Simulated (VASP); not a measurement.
# CdSe in VASP: further runs, part 3 of 3

VASP 6.6.1.

**4. Single point, PBEsol**

The input, INCAR:

```
SYSTEM = CdSe
PREC = Accurate
ENCUT = 500
EDIFF = 1E-6
ISMEAR = -1
SIGMA = 0.08
LREAL = .False.
LASPH = .True.
NELM = 120
ALGO = Normal
ISIF = 2
LWAVE = .False.
LCHARG = .True.
GGA = PS
LELF = .True.
LVHAR = .True.
NBANDS = 16
GGA_COMPAT = .False.
```

The input, KPOINTS:

```
Automatic mesh
0
Gamma
  10 10 10
  0 0 0
```

The input, POSCAR:

```
CdSe
1.0
    0.0000000000      3.0413470752      3.0413470752
    3.0413470752      0.0000000000      3.0413470752
    3.0413470752      3.0413470752      0.0000000000
Cd Se
1 1
Direct
    0.0000000000      0.0000000000      0.0000000000
    0.7500000000      0.7500000000      0.7500000000
```

Potentials or basis: VASP PAW PBE potentials, release 64 (Cd, Se).

Command:

```console
cat potpaw_PBE.64/Cd/POTCAR potpaw_PBE.64/Se/POTCAR > POTCAR
mpirun -np 1 vasp_std > vasp.out
```

OUTCAR:

```text
SYSTEM = CdSe
   PREC = Accurate
   ENCUT = 500
   EDIFF = 1E-6
   ISMEAR = -1
   LREAL = .False.
   LASPH = .True.
   NELM = 120
   ISIF = 2
   GGA = PS

 ion  position               nearest neighbor table
   1  0.000  0.000  0.000-   2 2.63   2 2.63   2 2.63   2 2.63
   2  0.750  0.750  0.750-   1 2.63   1 2.63   1 2.63   1 2.63

  LATTYP: Found a face centered cubic cell.
 ALAT       =     6.0826941504

  Lattice vectors:

 A1 = (   0.0000000000,   3.0413470752,   3.0413470752)
 A2 = (   3.0413470752,   0.0000000000,   3.0413470752)
 A3 = (   3.0413470752,   3.0413470752,   0.0000000000)

Analysis of symmetry for initial positions (statically):
=====================================================================
 Subroutine PRICEL returns:
 Original cell was already a primitive cell.

 Routine SETGRP: Setting up the symmetry group for a
 face centered cubic supercell.

 Subroutine GETGRP returns: Found 24 space group operations
 (whereof 24 operations were pure point group operations)
 out of a pool of 48 trial point group operations.

The static configuration has the point symmetry T_d .

Analysis of symmetry for dynamics (positions and initial velocities):
=====================================================================
 Subroutine PRICEL returns:
 Original cell was already a primitive cell.

 Routine SETGRP: Setting up the symmetry group for a
 face centered cubic supercell.

 Subroutine GETGRP returns: Found 24 space group operations
 (whereof 24 operations were pure point group operations)
 out of a pool of 48 trial point group operations.

The dynamic configuration has the point symmetry T_d .

 Subroutine INISYM returns: Found 24 space group operations
 (whereof 24 operations are pure point group operations),
 and found     1 'primitive' translations

----------------------------------------------------------------------------------------

                                     Primitive cell

  volume of cell :      56.2637

  direct lattice vectors                    reciprocal lattice vectors
     0.000000000  3.041347075  3.041347075    -0.164400835  0.164400835  0.164400835
     3.041347075  0.000000000  3.041347075     0.164400835 -0.164400835  0.164400835
     3.041347075  3.041347075  0.000000000     0.164400835  0.164400835 -0.164400835

  length of vectors
     4.301114282  4.301114282  4.301114282     0.284750600  0.284750600  0.284750600

  position of ions in fractional coordinates (direct lattice)
     0.000000000  0.000000000  0.000000000
     0.750000000  0.750000000  0.750000000

  ion indices of the primitive-cell ions
   primitive index   ion index
                 1           1
                 2           2

----------------------------------------------------------------------------------------

 KPOINTS: Automatic mesh

Automatic generation of k-mesh.
 Grid dimensions read from file:
 generate k-points for:   10   10   10

 Generating k-lattice:

  Cartesian coordinates                     Fractional coordinates (reciprocal lattice)
    -0.016440084  0.016440084  0.016440084     0.100000000  0.000000000  0.000000000
     0.016440084 -0.016440084  0.016440084     0.000000000  0.100000000  0.000000000
     0.016440084  0.016440084 -0.016440084     0.000000000  0.000000000  0.100000000

  Length of vectors
     0.028475060  0.028475060  0.028475060

  Shift w.r.t. Gamma in fractional coordinates (k-lattice)
     0.000000000  0.000000000  0.000000000

 Subroutine IBZKPT returns following result:
 ===========================================

 Found     47 irreducible k-points:

 Following reciprocal coordinates:
            Coordinates               Weight
  0.000000  0.000000  0.000000      1.000000
  0.100000  0.000000  0.000000      8.000000
  0.200000  0.000000  0.000000      8.000000
  0.300000  0.000000  0.000000      8.000000
  0.400000  0.000000  0.000000      8.000000
  0.500000  0.000000  0.000000      4.000000
[... 16 lines left out ...]
  0.300000  0.300000  0.000000      6.000000
  0.400000  0.300000  0.000000     24.000000
 [... further k-points ...]
   k-points           NKPTS =     47   k-points in BZ     NKDIM =     47   number of bands    NBANDS=     16
   number of dos      NEDOS =    301   number of ions     NIONS =      2
   total plane-waves  NPLWV =  32768
   dimension x,y,z NGX =    32 NGY =   32 NGZ =   32
   dimension x,y,z NGXF=    64 NGYF=   64 NGZF=   64
   ions per type =               1   1
   NGX,Y,Z   is equivalent  to a cutoff of  12.37, 12.37, 12.37 a.u.
   NGXF,Y,Z  is equivalent  to a cutoff of  24.74, 24.74, 24.74 a.u.
 SYSTEM =  CdSe
   PREC   = accura    normal or accurate (medium, high low for compatibility)
   ISTART =      0    job   : 0-new  1-cont  2-samecut
   ICHARG =      2    charge: 1-file 2-atom 10-const
   ISPIN  =      1    spin polarized calculation?
   LNONCOLLINEAR =      F non collinear calculations
   LSORBIT =      F    spin-orbit coupling
   LASPH  =      T    aspherical Exc in radial PAW
   ENCUT  =  500.0 eV  36.75 Ry    6.06 a.u.   7.84  7.84  7.84*2*pi/ulx,y,z
   NELM   =    120;   NELMIN=  2; NELMDL= -5     # of ELM steps
   EDIFF  = 0.1E-05   stopping-criterion for ELM
   LREAL  =      F    real-space projection
   EDIFFG = 0.1E-04   stopping-criterion for IOM
   NSW    =      0    number of steps for IOM
   IBRION =     -1    ionic relax: 0-MD 1-quasi-New 2-CG
   NFREE  =      0    steps in history (QN), initial steepest desc. (CG)
   ISIF   =      2    stress and relaxation
   ISYM   =      2    0-nonsym 1-usesym 2-fastsym
   POTIM  = 0.5000    time-step for ionic-motion
   TEBEG  =    0.0;   TEEND  =   0.0 temperature during run
   PSTRESS=    0.0 pullay stress
   NELECT =      18.0000    total number of electrons
   NUPDOWN=      -1.0000    fix difference up-down
   EMIN   =  10.00;   EMAX   =-10.00  energy-range for DOS
   EFERMI =   0.00;   METHOD = LEGACY
   ISMEAR =    -1;   SIGMA  =   0.08  broadening in eV -4-tet -1-fermi 0-gaus
   EFERMI_NEDOS =   21; number of points for ismear=-14 and -15
   IALGO  =     38    algorithm
   IMIX   =      4    mixing-type and parameters
     AMIX     =   0.40;   BMIX     =  1.00
     AMIX_MAG =   1.60;   BMIX_MAG =  1.00
  volume/ion in A,a.u.               =      28.13       189.84
  Fermi-wavevector in a.u.,A,eV,Ry     =   1.119669  2.115868 17.057064  1.253659
  Thomas-Fermi vector in A             =   2.256310
   LORBIT       =      0    0 simple, 1 ext, 2 COOP (PROOUT), +10 PAW based schemes
   GGA     = PS    functional components
   LHFCALC =     F    Hartree Fock is set to
   AEXX    =    0.0000 exact exchange contribution
   IVDW    =     0    specifies the selected vdW correction
   LEPSILON=     F    determine dielectric tensor
   LRPA    =     F    only Hartree local field effects (RPA)
 non-spin polarized calculation
  energy-cutoff  :      500.00
  volume of cell :       56.26
 maximum number of plane-waves:      1458
   NGX = 15   NGY = 15   NGZ = 15

 number of electron      18.0000002 magnetization

 Free energy of the ion-electron system (eV)
  ---------------------------------------------------
  ext. energy  EPLUGINS =         0.00000000
  ---------------------------------------------------
  free energy    TOTEN  =        -6.17780819 eV

  energy without entropy =       -6.17755994  energy(sigma->0) =       -6.17768407

 E-fermi :   1.1625     XC(G=0):  -9.0990

 val. band max:        0.8099724004   @ k =   0.0000   0.0000   0.0000
 cond. band min:       1.2927448163   @ k =   0.0000   0.0000   0.0000
 fundamental gap:      0.4827724159
 Fermi energy:         1.1625026354

 k-point     1 :       0.0000    0.0000    0.0000
  band No.  band energies     occupation
      1     -11.8135      2.00000
      2      -7.1014      2.00000
      3      -7.1014      2.00000
      4      -7.1014      2.00000
      5      -6.7201      2.00000
      6      -6.7201      2.00000
[... 8 lines left out ...]
     15      11.8753      0.00000
     16      11.8753      0.00000
[... 419 lines left out ...]
 k-point    24 :       0.4000    0.3000    0.0000
  band No.  band energies     occupation
      1     -11.4115      2.00000
      2      -6.9331      2.00000
      3      -6.9036      2.00000
      4      -6.8585      2.00000
      5      -6.6749      2.00000
      6      -6.5606      2.00000
[... 8 lines left out ...]
     15      12.9929      0.00000
     16      14.3939      0.00000

 [... further k-points ...]

------------------------ aborting loop because EDIFF is reached ----------------------------------------

  FORCE on cell =-STRESS in cart. coord.  units (eV):
  Direction    XX          YY          ZZ          XY          YZ          ZX
  --------------------------------------------------------------------------------------
  -------------------------------------------------------------------------------------
  Total        0.1088673      0.1088673      0.1088673      0.0000000      0.0000000      0.0000000
  in kB        3.1001326      3.1001326      3.1001326      0.0000000      0.0000000      0.0000000
  external PRESSURE =       3.1001326 kB  Pullay stress =       0.0000000 kB

 VOLUME and BASIS-vectors are now :
 -----------------------------------------------------------------------------
  energy-cutoff  :      500.00
  volume of cell :       56.26
      direct lattice vectors                 reciprocal lattice vectors
     0.000000000  3.041347075  3.041347075    -0.164400835  0.164400835  0.164400835
     3.041347075  0.000000000  3.041347075     0.164400835 -0.164400835  0.164400835
     3.041347075  3.041347075  0.000000000     0.164400835  0.164400835 -0.164400835

 POSITION                                       TOTAL-FORCE (eV/Angst)
 -----------------------------------------------------------------------------------
      0.00000      0.00000      0.00000         0.000000      0.000000     -0.000000
      4.56202      4.56202      4.56202        -0.000000     -0.000000      0.000000
 -----------------------------------------------------------------------------------
    total drift:                               -0.000000     -0.000000     -0.000000

  FREE ENERGIE OF THE ION-ELECTRON SYSTEM (eV)
  ---------------------------------------------------
  free  energy   TOTEN  =        -6.1778081902 eV

  energy  without entropy=       -6.1775599429  energy(sigma->0) =       -6.17768407
```

stdout:

```text
POSCAR found type information on POSCAR CdSe
 POSCAR found :  2 types and       2 ions
 scaLAPACK will be used
 -----------------------------------------------------------------------------
|                                                                             |
|                                                                             |
|     You enforced a specific xc type in the INCAR file but a different       |
|     I HOPE YOU KNOW WHAT YOU ARE DOING!                                     |
|                                                                             |
 -----------------------------------------------------------------------------

 LDA part: xc-table for (Slater+PW92), standard interpolation
 POSCAR, INCAR and KPOINTS ok, starting setup
 FFT: planning ... GRIDC
 FFT: planning ... GRID_SOFT
 FFT: planning ... GRID
 WAVECAR not read
 entering main loop
```

It took 18 s on 1 thread of AMD EPYC 9R45 (Zen 5), shared host; peak memory 0.17 GiB.

What came out:

* Free energy: -6.1778 eV
* Pressure: 0.3 GPa
* Band gap on the k mesh: 0.48 eV

Caveat: semilocal functionals underestimate gaps, and a narrow one can read as zero; the PAW data sets were made with another functional, which shifts forces and pressure a little.

**5. Summary**

| cell | k mesh | smearing | gap on the mesh (eV) | pressure (GPa) |
| --- | --- | --- | --- | --- |
| a = 4.312 Å, angles 59.7°, 2 atoms, atomic positions A | 6 × 6 × 6 | gaussian 0.01 eV | 0.47 | 0.3 |
| a = 4.301 Å, angles 60.0°, 2 atoms, atomic positions B | 6 × 6 × 6 | gaussian 0.01 eV | 0.47 | 0.3 |
| a = 4.301 Å, angles 60.0°, 2 atoms, atomic positions C | 10 × 10 × 10 | fermi-dirac 0.08 eV | 0.48 | 0.3 |

Alike in all rows: task single point; level PBEsol; potentials or basis VASP PAW PBE potentials, release 64 (Cd, Se); no spin polarisation; cutoff (eV) 500.

Caveats: semilocal functionals underestimate gaps, and a narrow one can read as zero; the PAW data sets were made with another functional, which shifts forces and pressure a little.

Total energies depend on the potentials used, so only differences within one code and one set of settings carry meaning.
